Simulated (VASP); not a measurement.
# ScAlN2 (R-3m) in VASP: single point with PBE

Aim: the single point of ScAlN2 with PBE.

All numbers are computed with VASP 6.6.1; they aren't measurements. Logs are shortened: lines on timing, memory, paths and dates and some standing lists are left out, and cuts for length are marked.

## 1. The cell of the first run

It takes space group R-3m (No. 166, trigonal). Conventional cell: a = 3.056 Å, b = 3.056 Å, c = 14.821 Å, α = 90.00°, β = 90.00°, γ = 120.00°. Within 2.9 Å of Sc (site symmetry -3m) lie 6 N at 2.21 Å. Within 2.8 Å of Al (site symmetry -3m) lie 6 N at 2.10 Å. N (site symmetry 3m) has 3 Al at 2.10 Å and 3 Sc at 2.21 Å and 3 N at 2.88 Å within 2.9 Å.

The cell was generated, and may not be a known phase.

## 2. Single point, PBE

INCAR

```
SYSTEM = ScAlN2
  PREC = Accurate
  ENCUT = 1330
  EDIFF = 1E-6
  ISMEAR = 0
  SIGMA = 0.15
  LREAL = .False.
  LASPH = .True.
  NELM = 120
  ALGO = Normal
  ISIF = 2
  LWAVE = .False.
  LCHARG = .False.
  GGA = PE
  NBANDS = 20
  GGA_COMPAT = .False.
```

KPOINTS

```
regular mesh
0
Gamma
  5 5 5
  0 0 0
```

POSCAR

```
ScAlN2
1.0
    1.5277749513      0.8820612794      4.9402850092
   -1.5277749513      0.8820612794      4.9402850092
    0.0000000000     -1.7641225588      4.9402850092
Sc Al N
1 1 2
Direct
    0.5000000000      0.5000000000      0.5000000000
    0.0000000000      0.0000000000      0.0000000000
    0.2564587385      0.2564587385      0.2564587385
    0.7435412615      0.7435412615      0.7435412615
```

Potentials or basis: VASP PAW PBE potentials, release 64 (Sc_sv, Al, N_h).

Launch:

```console
$ cat potpaw_PBE.64/Sc_sv/POTCAR potpaw_PBE.64/Al/POTCAR potpaw_PBE.64/N_h/POTCAR > POTCAR
$ mpirun -np 1 vasp_std > vasp.out
```

OUTCAR:

```text
SYSTEM = ScAlN2
   PREC = Accurate
   ENCUT = 1330
   EDIFF = 1E-6
   ISMEAR = 0
   LREAL = .False.
   LASPH = .True.
   NELM = 120
   ISIF = 2
   GGA = PE

 ion  position               nearest neighbor table
   1  0.500  0.500  0.500-   3 2.21   3 2.21   4 2.21   4 2.21   3 2.21   4 2.21   2 3.04   2 3.04
                             2 3.04   2 3.04   2 3.04   2 3.04
   2  0.000  0.000  0.000-   4 2.10   4 2.10   3 2.10   3 2.10   4 2.10   3 2.10   1 3.04   1 3.04
                             1 3.04   1 3.04   1 3.04   1 3.04
   3  0.256  0.256  0.256-   2 2.10   2 2.10   2 2.10   1 2.21   1 2.21   1 2.21
   4  0.744  0.744  0.744-   2 2.10   2 2.10   2 2.10   1 2.21   1 2.21   1 2.21

  LATTYP: Found a trigonal (rhomboedric) cell.
 ALAT       =     5.2458120796
 COS(alpha) =     0.8303619356

  Lattice vectors:

 A1 = (   1.5277749513,   0.8820612794,   4.9402850092)
 A2 = (  -1.5277749513,   0.8820612794,   4.9402850092)
 A3 = (   0.0000000000,  -1.7641225588,   4.9402850092)

Analysis of symmetry for initial positions (statically):
=====================================================================
 Subroutine PRICEL returns:
 Original cell was already a primitive cell.

 Routine SETGRP: Setting up the symmetry group for a
 trigonal (rhombohedral) supercell.

 Subroutine GETGRP returns: Found 12 space group operations
 (whereof 12 operations were pure point group operations)
 out of a pool of 12 trial point group operations.

The static configuration has the point symmetry D_3d.

Analysis of symmetry for dynamics (positions and initial velocities):
=====================================================================
 Subroutine PRICEL returns:
 Original cell was already a primitive cell.

 Routine SETGRP: Setting up the symmetry group for a
 trigonal (rhombohedral) supercell.

 Subroutine GETGRP returns: Found 12 space group operations
 (whereof 12 operations were pure point group operations)
 out of a pool of 12 trial point group operations.

The dynamic configuration has the point symmetry D_3d.

 Subroutine INISYM returns: Found 12 space group operations
 (whereof 12 operations are pure point group operations),
 and found     1 'primitive' translations

----------------------------------------------------------------------------------------

                                     Primitive cell

  volume of cell :      39.9449

  direct lattice vectors                    reciprocal lattice vectors
     1.527774951  0.882061279  4.940285009     0.327273333  0.188951347  0.067472490
    -1.527774951  0.882061279  4.940285009    -0.327273333  0.188951347  0.067472490
     0.000000000 -1.764122559  4.940285009     0.000000000 -0.377902694  0.067472490

  length of vectors
     5.245812080  5.245812080  5.245812080     0.383878865  0.383878865  0.383878865

  position of ions in fractional coordinates (direct lattice)
     0.500000000  0.500000000  0.500000000
     0.000000000  0.000000000  0.000000000
     0.256458739  0.256458739  0.256458739
     0.743541261  0.743541261  0.743541261

  ion indices of the primitive-cell ions
   primitive index   ion index
                 1           1
                 2           2
                 3           3
                 4           4

----------------------------------------------------------------------------------------

 KPOINTS: regular mesh

Automatic generation of k-mesh.
 Grid dimensions read from file:
 generate k-points for:    5    5    5

 Generating k-lattice:

  Cartesian coordinates                     Fractional coordinates (reciprocal lattice)
     0.065454667  0.037790269  0.013494498     0.200000000  0.000000000  0.000000000
    -0.065454667  0.037790269  0.013494498     0.000000000  0.200000000  0.000000000
     0.000000000 -0.075580539  0.013494498     0.000000000  0.000000000  0.200000000

  Length of vectors
     0.076775773  0.076775773  0.076775773

  Shift w.r.t. Gamma in fractional coordinates (k-lattice)
     0.000000000  0.000000000  0.000000000

 Subroutine IBZKPT returns following result:
 ===========================================

 Found     19 irreducible k-points:

 Following reciprocal coordinates:
            Coordinates               Weight
  0.000000  0.000000  0.000000      1.000000
  0.200000 -0.000000  0.000000      6.000000
  0.400000  0.000000  0.000000      6.000000
  0.200000  0.200000  0.000000      6.000000
  0.400000  0.200000 -0.000000     12.000000
 -0.400000  0.200000 -0.000000     12.000000
[... 11 lines left out ...]
  0.400000  0.400000  0.400000      2.000000
 -0.400000  0.400000  0.400000      6.000000
   k-points           NKPTS =     19   k-points in BZ     NKDIM =     19   number of bands    NBANDS=     20
   number of dos      NEDOS =    301   number of ions     NIONS =      4
   total plane-waves  NPLWV = 262144
   dimension x,y,z NGX =    64 NGY =   64 NGZ =   64
   dimension x,y,z NGXF=   128 NGYF=  128 NGZF=  128
   ions per type =               1   1   2
   NGX,Y,Z   is equivalent  to a cutoff of  20.28, 20.28, 20.28 a.u.
   NGXF,Y,Z  is equivalent  to a cutoff of  40.56, 40.56, 40.56 a.u.
 SYSTEM =  ScAlN2
   PREC   = accura    normal or accurate (medium, high low for compatibility)
   ISTART =      0    job   : 0-new  1-cont  2-samecut
   ICHARG =      2    charge: 1-file 2-atom 10-const
   ISPIN  =      1    spin polarized calculation?
   LNONCOLLINEAR =      F non collinear calculations
   LSORBIT =      F    spin-orbit coupling
   LASPH  =      T    aspherical Exc in radial PAW
   ENCUT  = 1330.0 eV  97.75 Ry    9.89 a.u.  15.60 15.60 15.60*2*pi/ulx,y,z
   NELM   =    120;   NELMIN=  2; NELMDL= -5     # of ELM steps
   EDIFF  = 0.1E-05   stopping-criterion for ELM
   LREAL  =      F    real-space projection
   EDIFFG = 0.1E-04   stopping-criterion for IOM
   NSW    =      0    number of steps for IOM
   IBRION =     -1    ionic relax: 0-MD 1-quasi-New 2-CG
   NFREE  =      0    steps in history (QN), initial steepest desc. (CG)
   ISIF   =      2    stress and relaxation
   ISYM   =      2    0-nonsym 1-usesym 2-fastsym
   POTIM  = 0.5000    time-step for ionic-motion
   TEBEG  =    0.0;   TEEND  =   0.0 temperature during run
   PSTRESS=    0.0 pullay stress
   NELECT =      24.0000    total number of electrons
   NUPDOWN=      -1.0000    fix difference up-down
   EMIN   =  10.00;   EMAX   =-10.00  energy-range for DOS
   EFERMI =   0.00;   METHOD = LEGACY
   ISMEAR =     0;   SIGMA  =   0.15  broadening in eV -4-tet -1-fermi 0-gaus
   EFERMI_NEDOS =   21; number of points for ismear=-14 and -15
   IALGO  =     38    algorithm
   IMIX   =      4    mixing-type and parameters
     AMIX     =   0.40;   BMIX     =  1.00
     AMIX_MAG =   1.60;   BMIX_MAG =  1.00
  volume/ion in A,a.u.               =       9.99        67.39
  Fermi-wavevector in a.u.,A,eV,Ry     =   1.381417  2.610500 25.964172  1.908313
  Thomas-Fermi vector in A             =   2.506203
   LORBIT       =      0    0 simple, 1 ext, 2 COOP (PROOUT), +10 PAW based schemes
   GGA     = PE    functional components
   LHFCALC =     F    Hartree Fock is set to
   AEXX    =    0.0000 exact exchange contribution
   IVDW    =     0    specifies the selected vdW correction
   LEPSILON=     F    determine dielectric tensor
   LRPA    =     F    only Hartree local field effects (RPA)
 non-spin polarized calculation
 Gauss-broadening in eV      SIGMA  =   0.15
  energy-cutoff  :     1330.00
  volume of cell :       39.94
 maximum number of plane-waves:      4417
 NGX is ok and might be reduce to    64
   NGX = 31   NGY = 31   NGZ = 31

 number of electron      24.0000000 magnetization

 Free energy of the ion-electron system (eV)
  ---------------------------------------------------
  ext. energy  EPLUGINS =         0.00000000
  ---------------------------------------------------
  free energy    TOTEN  =       -32.59259869 eV

  energy without entropy =      -32.59259859  energy(sigma->0) =      -32.59259864

 E-fermi :   8.3287     XC(G=0): -12.0331

 val. band max:        7.8640045720   @ k =   0.0000   0.0000   0.0000
 cond. band min:       8.8331733746   @ k =  -0.4000  -0.4000   0.2000
 fundamental gap:      0.9691688025
 Fermi energy:         8.3286730723

 k-point     1 :       0.0000    0.0000    0.0000
  band No.  band energies     occupation
      1     -40.5471      2.00000
      2     -19.3626      2.00000
      3     -18.9059      2.00000
      4     -18.9059      2.00000
      5      -7.9458      2.00000
      6      -5.1097      2.00000
[... 12 lines left out ...]
     19      13.5341      0.00000
     20      18.9841      0.00000

 k-point     2 :       0.2000   -0.0000    0.0000
  band No.  band energies     occupation
      1     -40.5126      2.00000
      2     -19.2989      2.00000
      3     -19.1596      2.00000
      4     -18.9572      2.00000
      5      -7.3202      2.00000
      6      -5.1197      2.00000
[... 12 lines left out ...]
     19      15.7876      0.00000
     20      17.7954      0.00000

 k-point     3 :       0.4000    0.0000    0.0000
  band No.  band energies     occupation
      1     -40.4561      2.00000
      2     -19.5485      2.00000
      3     -19.1911      2.00000
      4     -19.0391      2.00000
      5      -6.1486      2.00000
      6      -4.9813      2.00000
[... 12 lines left out ...]
     19      17.1297      0.00000
     20      17.6670      0.00000

 k-point     4 :       0.2000    0.2000    0.0000
  band No.  band energies     occupation
      1     -40.5125      2.00000
      2     -19.3006      2.00000
      3     -19.1592      2.00000
      4     -18.9573      2.00000
      5      -7.2510      2.00000
      6      -5.2300      2.00000
[... 314 lines left out ...]
 k-point    18 :       0.4000    0.4000    0.4000
  band No.  band energies     occupation
      1     -40.5470      2.00000
      2     -19.3764      2.00000
      3     -18.9060      2.00000
      4     -18.9060      2.00000
      5      -7.3045      2.00000
      6      -6.0909      2.00000
[... 12 lines left out ...]
     19      14.3604      0.00000
     20      18.8998      0.00000

 k-point    19 :      -0.4000    0.4000    0.4000
  band No.  band energies     occupation
      1     -40.5125      2.00000
      2     -19.3097      2.00000
      3     -19.1589      2.00000
      4     -18.9574      2.00000
      5      -6.8404      2.00000
      6      -5.7477      2.00000
[... 12 lines left out ...]
     19      16.3810      0.00000
     20      18.4750      0.00000

------------------------ aborting loop because EDIFF is reached ----------------------------------------

  FORCE on cell =-STRESS in cart. coord.  units (eV):
  Direction    XX          YY          ZZ          XY          YZ          ZX
  --------------------------------------------------------------------------------------
  -------------------------------------------------------------------------------------
  Total        0.1380955      0.1380955     -0.0042518      0.0000000      0.0000000      0.0000000
  in kB        5.5389653      5.5389653     -0.1705400      0.0000000      0.0000000      0.0000000
  external PRESSURE =       3.6357968 kB  Pullay stress =       0.0000000 kB

 VOLUME and BASIS-vectors are now :
 -----------------------------------------------------------------------------
  energy-cutoff  :     1330.00
  volume of cell :       39.94
      direct lattice vectors                 reciprocal lattice vectors
     1.527774951  0.882061279  4.940285009     0.327273333  0.188951347  0.067472490
    -1.527774951  0.882061279  4.940285009    -0.327273333  0.188951347  0.067472490
     0.000000000 -1.764122559  4.940285009     0.000000000 -0.377902694  0.067472490

 POSITION                                       TOTAL-FORCE (eV/Angst)
 -----------------------------------------------------------------------------------
      0.00000      0.00000      7.41043        -0.000000      0.000000      0.000000
      0.00000      0.00000      0.00000         0.000000     -0.000000      0.000000
      0.00000      0.00000      3.80094         0.000000      0.000000      0.071090
      0.00000      0.00000     11.01992         0.000000      0.000000     -0.071090
 -----------------------------------------------------------------------------------
    total drift:                                0.000000      0.000000     -0.000000

  FREE ENERGIE OF THE ION-ELECTRON SYSTEM (eV)
  ---------------------------------------------------
  free  energy   TOTEN  =       -32.5925986896 eV

  energy  without entropy=      -32.5925985939  energy(sigma->0) =      -32.59259864
```

Wall time 2.6 min (1 thread of Intel Xeon Platinum 8259CL at 2.50GHz (Skylake/Cascade Lake), shared host); peak memory 0.6 GiB.

What came out:

```
Free energy            : -32.5926 eV
Pressure               : 0.4 GPa
Largest force          : 0.071 eV/Å
Band gap on the k mesh : 0.97 eV (least direct gap 2.62 eV)
```

Forces on the atoms (eV/Å):
```
Sc   0.000  0.000  0.000
Al   0.000  0.000  0.000
N    0.000  0.000  0.071
N    0.000  0.000 -0.071
```

Stress tensor (GPa, compression positive):
```
 0.55  0.00  0.00
 0.00  0.55  0.00
 0.00  0.00 -0.02
```

Caveat: the k points lie up to 0.48 Å⁻¹ apart. A k mesh can miss the band edges.
